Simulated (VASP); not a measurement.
# AlN (P6_3/mmc) in VASP: settings compared, part 2 of 2

VASP 6.6.1.

## (6) Single point, r2SCAN

POSCAR reads:

```
AlN
1.0
    2.8328531143      0.0000000000      0.0000000000
   -1.4164265572      2.4533227621      0.0000000000
    0.0000000000      0.0000000000      4.8410108420
Al N
2 2
Direct
    0.0000000000      0.0000000000      0.0000000000
    0.0000000000      0.0000000000      0.5000000000
    0.3333333333      0.6666666667      0.2500000000
    0.6666666667      0.3333333333      0.7500000000
```

INCAR.step1 reads:

```
PREC = Accurate
ENCUT = 520
ISMEAR = 0
SIGMA = 0.01
LREAL = False
LASPH = True
NELM = 100
NBANDS = 16
GGA = PE
ALGO = Normal
EDIFF = 1E-4
LWAVE = True
LCHARG = False
```

INCAR.step2 reads:

```
PREC = Accurate
ENCUT = 520
EDIFF = 1E-6
ISMEAR = 0
SIGMA = 0.01
LREAL = False
LASPH = True
NELM = 100
ALGO = Normal
ISIF = 2
LWAVE = False
LCHARG = False
METAGGA = R2SCAN
LMIXTAU = True
NBANDS = 16
ISTART = 1
```

KPOINTS reads:

```
regular mesh
0
Gamma
  12 12 6
```

Potentials or basis: VASP PAW PBE potentials, release 64 (Al, N).

On the command line:

```
$ cat potpaw_PBE.64/Al/POTCAR potpaw_PBE.64/N/POTCAR > POTCAR
$ cp INCAR.step1 INCAR
$ mpirun -np 1 vasp_std > vasp.out
$ cp INCAR.step2 INCAR
$ mpirun -np 1 vasp_std > vasp.out
```

OUTCAR:

```text
PREC = Accurate
   ENCUT = 520
   EDIFF = 1E-6
   ISMEAR = 0
   LREAL = False
   LASPH = True
   NELM = 100
   ISIF = 2
   METAGGA = R2SCAN
   ISTART = 1

 ion  position               nearest neighbor table
   1  0.000  0.000  0.000-   3 2.03   4 2.03   3 2.03   4 2.03   4 2.03   3 2.03   2 2.42   2 2.42

   2  0.000  0.000  0.500-   3 2.03   4 2.03   3 2.03   4 2.03   4 2.03   3 2.03   1 2.42   1 2.42

   3  0.333  0.667  0.250-   1 2.03   2 2.03   1 2.03   2 2.03   1 2.03   2 2.03
   4  0.667  0.333  0.750-   1 2.03   2 2.03   1 2.03   2 2.03   1 2.03   2 2.03

  LATTYP: Found a hexagonal cell.
 ALAT       =     2.8328531143
 C/A-ratio  =     1.7088816987

  Lattice vectors:

 A1 = (   2.8328531143,   0.0000000000,   0.0000000000)
 A2 = (  -1.4164265572,   2.4533227621,   0.0000000000)
 A3 = (   0.0000000000,   0.0000000000,   4.8410108420)

Analysis of symmetry for initial positions (statically):
=====================================================================
 Subroutine PRICEL returns:
 Original cell was already a primitive cell.

 Routine SETGRP: Setting up the symmetry group for a
 hexagonal supercell.

 Subroutine GETGRP returns: Found 24 space group operations
 (whereof 12 operations were pure point group operations)
 out of a pool of 24 trial point group operations.

The static configuration has the point symmetry D_3d.
 The point group associated with its full space group is D_6h.

Analysis of symmetry for dynamics (positions and initial velocities):
=====================================================================
 Subroutine PRICEL returns:
 Original cell was already a primitive cell.

 Routine SETGRP: Setting up the symmetry group for a
 hexagonal supercell.

 Subroutine GETGRP returns: Found 24 space group operations
 (whereof 12 operations were pure point group operations)
[... 127 lines left out ...]
     AMIX_MAG =   1.60;   BMIX_MAG =  1.00
  volume/ion in A,a.u.               =       8.41        56.76
  Fermi-wavevector in a.u.,A,eV,Ry     =   1.277840  2.414768 22.216622  1.632876
  Thomas-Fermi vector in A             =   2.410417
   LORBIT       =      0    0 simple, 1 ext, 2 COOP (PROOUT), +10 PAW based schemes
   METAGGA = R2SCAN    functional components
   LHFCALC =     F    Hartree Fock is set to
   AEXX    =    0.0000 exact exchange contribution
   IVDW    =     0    specifies the selected vdW correction
   LEPSILON=     F    determine dielectric tensor
   LRPA    =     F    only Hartree local field effects (RPA)
 non-spin polarized calculation
 Gauss-broadening in eV      SIGMA  =   0.01
  energy-cutoff  :      520.00
  volume of cell :       33.64
 maximum number of plane-waves:       920
 NGX is ok and might be reduce to    24
   NGX = 11   NGY = 11   NGZ = 19

 number of electron      15.9999999 magnetization

 Free energy of the ion-electron system (eV)
  ---------------------------------------------------
  ext. energy  EPLUGINS =         0.00000000
  ---------------------------------------------------
  free energy    TOTEN  =       -37.10717447 eV

  energy without entropy =      -37.10717447  energy(sigma->0) =      -37.10717447

 E-fermi :   9.7284     XC(G=0): -12.7766

 val. band max:        9.6198815586   @ k =   0.0000   0.0000   0.0000
 cond. band min:      15.3111436551   @ k =   0.5000  -0.0000   0.3333
 fundamental gap:      5.6912620965
 Fermi energy:         9.7284153530

 k-point     1 :       0.0000    0.0000    0.0000
  band No.  band energies     occupation
      1      -8.7590      2.00000
      2      -5.8600      2.00000
      3       0.8699      2.00000
      4       8.6949      2.00000
      5       8.6949      2.00000
      6       9.0393      2.00000
[... 433 lines left out ...]
      3       2.7119      2.00000
      4       3.9429      2.00000
      5       4.5060      2.00000
      6       7.3947      2.00000
[... 8 lines left out ...]
     15      22.9628      0.00000
     16      26.3514      0.00000

 [... further k-points ...]

------------------------ aborting loop because EDIFF is reached ----------------------------------------

  FORCE on cell =-STRESS in cart. coord.  units (eV):
  Direction    XX          YY          ZZ          XY          YZ          ZX
  --------------------------------------------------------------------------------------
  -------------------------------------------------------------------------------------
  Total       -0.1466737     -0.1466737     -0.1801600      0.0000000      0.0000000     -0.0000000
  in kB       -6.9847045     -6.9847045     -8.5793464      0.0000000      0.0000000     -0.0000000
  external PRESSURE =      -7.5162518 kB  Pullay stress =       0.0000000 kB

 VOLUME and BASIS-vectors are now :
 -----------------------------------------------------------------------------
  energy-cutoff  :      520.00
  volume of cell :       33.64
      direct lattice vectors                 reciprocal lattice vectors
     2.832853114  0.000000000  0.000000000     0.353001006  0.203805226  0.000000000
    -1.416426557  2.453322762  0.000000000     0.000000000  0.407610452  0.000000000
     0.000000000  0.000000000  4.841010842     0.000000000  0.000000000  0.206568428

 POSITION                                       TOTAL-FORCE (eV/Angst)
 -----------------------------------------------------------------------------------
      0.00000      0.00000      0.00000        -0.000000      0.000000     -0.000000
      0.00000      0.00000      2.42051        -0.000000      0.000000     -0.000000
     -0.00000      1.63555      1.21025         0.000000     -0.000000      0.000000
      1.41643      0.81777      3.63076        -0.000000     -0.000000     -0.000000
 -----------------------------------------------------------------------------------
    total drift:                               -0.000000      0.000000     -0.000000

  FREE ENERGIE OF THE ION-ELECTRON SYSTEM (eV)
  ---------------------------------------------------
  free  energy   TOTEN  =       -37.1071744746 eV

  energy  without entropy=      -37.1071744746  energy(sigma->0) =      -37.10717447
```

OSZICAR.step1:

```text
N       E                     dE             d eps       ncg     rms          rms(c)
DAV:   1     0.373571633752E+02    0.37357E+02   -0.73409E+03  2512   0.890E+02
DAV:   2    -0.289950769622E+02   -0.66352E+02   -0.60655E+02  3552   0.191E+02
DAV:   3    -0.316837404722E+02   -0.26887E+01   -0.26800E+01  2896   0.377E+01
DAV:   4    -0.316971012949E+02   -0.13361E-01   -0.13360E-01  3192   0.301E+00
DAV:   5    -0.316972516079E+02   -0.15031E-03   -0.15031E-03  2960   0.323E-01    0.105E+01
DAV:   6    -0.284570312315E+02    0.32402E+01   -0.62405E+00  3088   0.194E+01    0.365E+00
DAV:   7    -0.284554765362E+02    0.15547E-02   -0.52773E-01  2784   0.533E+00    0.262E+00
DAV:   8    -0.284458066971E+02    0.96698E-02   -0.44248E-02  2656   0.186E+00    0.603E-01
DAV:   9    -0.284417679898E+02    0.40387E-02   -0.74610E-03  3104   0.726E-01    0.220E-01
DAV:  10    -0.284420117776E+02   -0.24379E-03   -0.15100E-03  2976   0.268E-01    0.130E-01
DAV:  11    -0.284419292096E+02    0.82568E-04   -0.17870E-04  2288   0.105E-01
   1 F= -.28441929E+02 E0= -.28441929E+02  d E =-.278843E-43
```

Run time: 2.1 min. Hardware: 1 thread of Intel Xeon 6975P-C (Granite Rapids), shared host; peak memory 0.17 GiB.

Results:

```yaml
Free_energy: -37.1072 eV
Pressure: -0.8 GPa
Band_gap_on_the_k_mesh: 5.69 eV (least direct gap 5.96 eV)
```

Levels at points of the mesh, in eV from the valence-band top:
```
           k point  band 6  band 7  band 8  band 9  band 10  band 11
(0.00, 0.00, 0.00)   -0.58    0.00    0.00    5.96     7.08     9.60
(0.50, 0.00, 0.00)   -3.12   -2.65   -1.18    6.04     7.21     7.39
(0.00, 0.00, 0.50)   -0.48   -0.48   -0.48    7.38     7.38    11.38
(0.50, 0.00, 0.50)   -2.79   -1.99   -1.99    6.43     6.43     7.83
```

Caveat: the PAW data sets were made with another functional, which shifts forces and pressure a little.

## (7) Overview

| level | cell | k mesh | gap on the mesh (eV) | pressure (GPa) |
| --- | --- | --- | --- | --- |
| r2SCAN | a = 2.833, b = 2.833, c = 4.841 Å, angles 90.0, 90.0, 120.0°, 4 atoms | 9 × 9 × 4 | 5.88 | -0.8 |
| r2SCAN | a = 2.861, b = 2.861, c = 4.889 Å, angles 90.0, 90.0, 120.0°, 4 atoms | 9 × 9 × 4 | 5.52 | -8.1 |
| r2SCAN | a = 2.888, b = 2.888, c = 4.936 Å, angles 90.0, 90.0, 120.0°, 4 atoms | 9 × 9 × 4 | 5.11 | -14.4 |
| PBE | a = 2.833, b = 2.833, c = 4.841 Å, angles 90.0, 90.0, 120.0°, 4 atoms | 12 × 12 × 6 | 4.91 | 6.0 |
| r2SCAN | a = 2.833, b = 2.833, c = 4.841 Å, angles 90.0, 90.0, 120.0°, 4 atoms | 12 × 12 × 6 | 5.69 | -0.8 |

Alike in all rows: task single point; potentials or basis VASP PAW PBE potentials, release 64 (Al, N); no spin polarisation; cutoff (eV) 520; smearing gaussian 0.01 eV.

On the cell as given the gap runs from 4.91 eV (PBE) to 5.88 eV (r2SCAN); the meshes differ, which moves gaps too. The pressure there spans -0.8 GPa (r2SCAN) to 6.0 GPa (PBE); a positive pressure means that this level wants a larger cell, a negative one a smaller.

Caveats: the PAW data sets were made with another functional, which shifts forces and pressure a little (at least some runs); an odd mesh through Γ misses points on the zone boundary, where band edges can lie (at least some runs); the cell stands under tension (at least some runs); the cell stands under pressure (at least some runs).

Absolute energies hang on the potentials; compare differences alone.
